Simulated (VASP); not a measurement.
# Sb (P4/mmm) in VASP: further runs

Runs on Sb. Level: PBE. Tasks: electric field gradients.

All numbers are computed with VASP 6.6.1; they aren't measurements. Logs are shortened: lines on timing, memory, paths and dates and some standing lists are left out, and cuts for length are marked.

**1. The cell of the first run**

It takes space group P4/mmm (No. 123, tetragonal). Conventional cell: a = 3.137 Å, b = 3.137 Å, c = 3.207 Å, α = 90.00°, β = 90.00°, γ = 90.00°. Sb (site symmetry 4/mmm) has 6 Sb at 3.14 to 3.21 Å within 4.1 Å.

**2. Electric field gradients, PBE (z stretched by +1.5 % at fixed volume)**

Contents of INCAR:

```
SYSTEM = Sb
  PREC = Accurate
  ENCUT = 520
  EDIFF = 1E-8
  ISMEAR = -1
  SIGMA = 0.05
  LREAL = .False.
  LASPH = .True.
  NELM = 80
  ALGO = Normal
  ISIF = 2
  LWAVE = .False.
  LCHARG = .False.
  GGA = PE
  LEFG = .True.
  NBANDS = 8
```

Contents of KPOINTS:

```
regular mesh
0
Gamma
  13 13 13
  0 0 0
```

Contents of POSCAR:

```
Sb
1.0
    3.1365633354      0.0000000000      0.0000000000
    0.0000000000      3.1365633354      0.0000000000
    0.0000000000      0.0000000000      3.2074000000
Sb
1
Direct
    0.0000000000      0.0000000000      0.0000000000
```

Potentials or basis: VASP PAW PBE potentials, release 64 (Sb).

On the command line:

```sh
$ cat potpaw_PBE.64/Sb/POTCAR > POTCAR
$ mpirun -np 1 vasp_std > vasp.out
```

OUTCAR:

```text
SYSTEM = Sb
   PREC = Accurate
   ENCUT = 520
   EDIFF = 1E-8
   ISMEAR = -1
   LREAL = .False.
   LASPH = .True.
   NELM = 80
   ISIF = 2
   GGA = PE

 ion  position               nearest neighbor table
   1  0.000  0.000  0.000-

  LATTYP: Found a simple tetragonal cell.
 ALAT       =     3.1365633354
 C/A-ratio  =     1.0225841652

  Lattice vectors:

 A1 = (   3.1365633354,   0.0000000000,   0.0000000000)
 A2 = (   0.0000000000,   3.1365633354,   0.0000000000)
 A3 = (   0.0000000000,   0.0000000000,   3.2074000000)

Analysis of symmetry for initial positions (statically):
=====================================================================
 Subroutine PRICEL returns:
 Original cell was already a primitive cell.

 Routine SETGRP: Setting up the symmetry group for a
 simple tetragonal supercell.

 Subroutine GETGRP returns: Found 16 space group operations
 (whereof 16 operations were pure point group operations)
 out of a pool of 16 trial point group operations.

The static configuration has the point symmetry D_4h.

Analysis of symmetry for dynamics (positions and initial velocities):
=====================================================================
 Subroutine PRICEL returns:
 Original cell was already a primitive cell.

 Routine SETGRP: Setting up the symmetry group for a
 simple tetragonal supercell.

 Subroutine GETGRP returns: Found 16 space group operations
 (whereof 16 operations were pure point group operations)
 out of a pool of 16 trial point group operations.

The dynamic configuration has the point symmetry D_4h.

 Subroutine INISYM returns: Found 16 space group operations
 (whereof 16 operations are pure point group operations),
 and found     1 'primitive' translations

----------------------------------------------------------------------------------------

                                     Primitive cell

  volume of cell :      31.5545

  direct lattice vectors                    reciprocal lattice vectors
     3.136563335  0.000000000  0.000000000     0.318820280  0.000000000  0.000000000
     0.000000000  3.136563335  0.000000000     0.000000000  0.318820280  0.000000000
     0.000000000  0.000000000  3.207400000     0.000000000  0.000000000  0.311779011

  length of vectors
     3.136563335  3.136563335  3.207400000     0.318820280  0.318820280  0.311779011

  position of ions in fractional coordinates (direct lattice)
     0.000000000  0.000000000  0.000000000

  ion indices of the primitive-cell ions
   primitive index   ion index
                 1           1

----------------------------------------------------------------------------------------

 KPOINTS: regular mesh

Automatic generation of k-mesh.
 Grid dimensions read from file:
 generate k-points for:   13   13   13

 Generating k-lattice:

  Cartesian coordinates                     Fractional coordinates (reciprocal lattice)
     0.024524637  0.000000000  0.000000000     0.076923077  0.000000000  0.000000000
     0.000000000  0.024524637  0.000000000     0.000000000  0.076923077  0.000000000
     0.000000000  0.000000000  0.023983001     0.000000000  0.000000000  0.076923077

  Length of vectors
     0.024524637  0.024524637  0.023983001

  Shift w.r.t. Gamma in fractional coordinates (k-lattice)
     0.000000000  0.000000000  0.000000000

 Subroutine IBZKPT returns following result:
 ===========================================

 Found    196 irreducible k-points:

 Following reciprocal coordinates:
            Coordinates               Weight
  0.000000  0.000000  0.000000      1.000000
  0.076923  0.000000  0.000000      4.000000
  0.153846  0.000000  0.000000      4.000000
  0.230769  0.000000  0.000000      4.000000
  0.307692  0.000000  0.000000      4.000000
  0.384615  0.000000  0.000000      4.000000
[... 16 lines left out ...]
  0.307692  0.307692  0.000000      4.000000
  0.384615  0.307692  0.000000      8.000000
 [... further k-points ...]
   k-points           NKPTS =    196   k-points in BZ     NKDIM =    196   number of bands    NBANDS=      8
   number of dos      NEDOS =    301   number of ions     NIONS =      1
   total plane-waves  NPLWV =  13824
   dimension x,y,z NGX =    24 NGY =   24 NGZ =   24
   dimension x,y,z NGXF=    48 NGYF=   48 NGZF=   48
   ions per type =               1
   NGX,Y,Z   is equivalent  to a cutoff of  12.72, 12.72, 12.44 a.u.
   NGXF,Y,Z  is equivalent  to a cutoff of  25.44, 25.44, 24.88 a.u.
 SYSTEM =  Sb
   PREC   = accura    normal or accurate (medium, high low for compatibility)
   ISTART =      0    job   : 0-new  1-cont  2-samecut
   ICHARG =      2    charge: 1-file 2-atom 10-const
   ISPIN  =      1    spin polarized calculation?
   LNONCOLLINEAR =      F non collinear calculations
   LSORBIT =      F    spin-orbit coupling
   LASPH  =      T    aspherical Exc in radial PAW
   ENCUT  =  520.0 eV  38.22 Ry    6.18 a.u.   5.83  5.83  5.96*2*pi/ulx,y,z
   NELM   =     80;   NELMIN=  2; NELMDL= -5     # of ELM steps
   EDIFF  = 0.1E-07   stopping-criterion for ELM
   LREAL  =      F    real-space projection
   EDIFFG = 0.1E-06   stopping-criterion for IOM
   NSW    =      0    number of steps for IOM
   IBRION =     -1    ionic relax: 0-MD 1-quasi-New 2-CG
   NFREE  =      0    steps in history (QN), initial steepest desc. (CG)
   ISIF   =      2    stress and relaxation
   ISYM   =      2    0-nonsym 1-usesym 2-fastsym
   POTIM  = 0.5000    time-step for ionic-motion
   TEBEG  =    0.0;   TEEND  =   0.0 temperature during run
   PSTRESS=    0.0 pullay stress
   NELECT =       5.0000    total number of electrons
   NUPDOWN=      -1.0000    fix difference up-down
   EMIN   =  10.00;   EMAX   =-10.00  energy-range for DOS
   EFERMI =   0.00;   METHOD = LEGACY
   ISMEAR =    -1;   SIGMA  =   0.05  broadening in eV -4-tet -1-fermi 0-gaus
   EFERMI_NEDOS =   21; number of points for ismear=-14 and -15
   IALGO  =     38    algorithm
   IMIX   =      4    mixing-type and parameters
     AMIX     =   0.40;   BMIX     =  1.00
     AMIX_MAG =   1.60;   BMIX_MAG =  1.00
  volume/ion in A,a.u.               =      31.55       212.94
  Fermi-wavevector in a.u.,A,eV,Ry     =   0.885886  1.674081 10.677766  0.784794
  Thomas-Fermi vector in A             =   2.006979
   LORBIT       =      0    0 simple, 1 ext, 2 COOP (PROOUT), +10 PAW based schemes
   GGA     = PE    functional components
   LHFCALC =     F    Hartree Fock is set to
   AEXX    =    0.0000 exact exchange contribution
   IVDW    =     0    specifies the selected vdW correction
   LEPSILON=     F    determine dielectric tensor
   LRPA    =     F    only Hartree local field effects (RPA)
 non-spin polarized calculation
  energy-cutoff  :      520.00
  volume of cell :       31.55
 maximum number of plane-waves:       874
 NGX is ok and might be reduce to    24
   NGX = 11   NGY = 11   NGZ = 11

 number of electron       5.0000000 magnetization

 Free energy of the ion-electron system (eV)
  ---------------------------------------------------
  ext. energy  EPLUGINS =         0.00000000
  ---------------------------------------------------
  free energy    TOTEN  =        -4.08895684 eV

  energy without entropy =       -4.08570238  energy(sigma->0) =       -4.08732961

 E-fermi :   6.5020     XC(G=0):  -9.3863

 val. band max:        6.3939822375   @ k =   0.3077   0.2308   0.0769
 cond. band min:       6.5104156034   @ k =   0.2308   0.1538   0.3077
 fundamental gap:      0.1164333658
 Fermi energy:         6.5019726365

 k-point     1 :       0.0000    0.0000    0.0000
  band No.  band energies     occupation
      1      -5.5275      2.00000
      2       9.1788      0.00000
      3       9.7657      0.00000
      4       9.7657      0.00000
      5      13.1098      0.00000
      6      13.4491      0.00000
      7      14.4432      0.00000
      8      23.6622      0.00000

 k-point     2 :       0.0769    0.0000    0.0000
  band No.  band energies     occupation
      1      -5.4446      2.00000
      2       8.7426      0.00000
      3       9.2594      0.00000
      4       9.8467      0.00000
      5      13.2059      0.00000
      6      13.8837      0.00000
      7      15.1908      0.00000
      8      22.8165      0.00000
[... 221 lines left out ...]
 k-point    23 :       0.3077    0.3077    0.0000
  band No.  band energies     occupation
      1      -3.0238      2.00000
      2       4.4561      2.00000
      3       4.8626      2.00000
      4      11.4390      0.00000
      5      12.6064      0.00000
      6      15.6954      0.00000
      7      19.7561      0.00000
      8      20.0027      0.00000

 k-point    24 :       0.3846    0.3077    0.0000
  band No.  band energies     occupation
      1      -2.4447      2.00000
      2       3.2957      2.00000
      3       5.1713      2.00000
      4      11.4831      0.00000
      5      11.8796      0.00000
      6      16.3034      0.00000
      7      18.9496      0.00000
      8      19.4371      0.00000

 [... further k-points ...]
[... 5 lines left out ...]
  --------------------------------------------------------------------------------------
  -------------------------------------------------------------------------------------
  Total       -0.2873772     -0.2873772     -0.8933483      0.0000000      0.0000000      0.0000000
  in kB      -14.5915563    -14.5915563    -45.3596951      0.0000000      0.0000000      0.0000000
  external PRESSURE =     -24.8476026 kB  Pullay stress =       0.0000000 kB

 VOLUME and BASIS-vectors are now :
 -----------------------------------------------------------------------------
  energy-cutoff  :      520.00
  volume of cell :       31.55
      direct lattice vectors                 reciprocal lattice vectors
     3.136563335  0.000000000  0.000000000     0.318820280  0.000000000  0.000000000
     0.000000000  3.136563335  0.000000000     0.000000000  0.318820280  0.000000000
     0.000000000  0.000000000  3.207400000     0.000000000  0.000000000  0.311779011

 POSITION                                       TOTAL-FORCE (eV/Angst)
 -----------------------------------------------------------------------------------
      0.00000      0.00000      0.00000         0.000000      0.000000      0.000000
 -----------------------------------------------------------------------------------
    total drift:                                0.000000      0.000000      0.000000

  FREE ENERGIE OF THE ION-ELECTRON SYSTEM (eV)
  ---------------------------------------------------
  free  energy   TOTEN  =        -4.0889568436 eV

  energy  without entropy=       -4.0857023841  energy(sigma->0) =       -4.08732961

 Electric field gradients (V/A^2)
---------------------------------------------------------------------
 ion       V_xx      V_yy      V_zz      V_xy      V_xz      V_yz
---------------------------------------------------------------------
   1      -5.028    -5.028    10.057     0.000     0.000     0.000
---------------------------------------------------------------------

 Electric field gradients after diagonalization (V/A^2)
 (convention: |V_zz| > |V_xx| > |V_yy|)
----------------------------------------------------------------------
 ion       V_xx      V_yy      V_zz     asymmetry (V_yy - V_xx)/ V_zz
----------------------------------------------------------------------
   1      -5.028    -5.028    10.057       0.000
----------------------------------------------------------------------

           NMR quadrupolar parameters

 Cq : quadrupolar parameter    Cq=e*Q*V_zz/h
 eta: asymmetry parameters     (V_yy - V_xx)/ V_zz
 Q  : nuclear electric quadrupole moment in mb (millibarn)
----------------------------------------------------------------------
 ion       Cq(MHz)       eta       Q (mb)
----------------------------------------------------------------------
   1       0.024       0.000       1.000
----------------------------------------------------------------------
```

Run time: 14 s. Hardware: 1 thread of Intel Xeon Platinum 8488C (Sapphire Rapids), shared host; peak memory 0.17 GiB.

Results:

- Free energy: -4.0890 eV
- Pressure: -2.5 GPa
- Band gap on the k mesh: zero (an odd number of electrons rules out a gap without spin polarisation)
- Largest electric field gradient by atom: Sb +10.1 V/Å²

Electric field gradients, principal values (V/Å²):
```
atom   least  middle  greatest (by size)
1 Sb  -5.028  -5.028              10.057
```

Caveat: without QUAD_EFG the Cq values of the log hold for a quadrupole moment of 1 mb, not for the nuclei; spin-orbit coupling is left out, which moves the levels of the heavy elements.

(Part 1 of 2 ends here.)
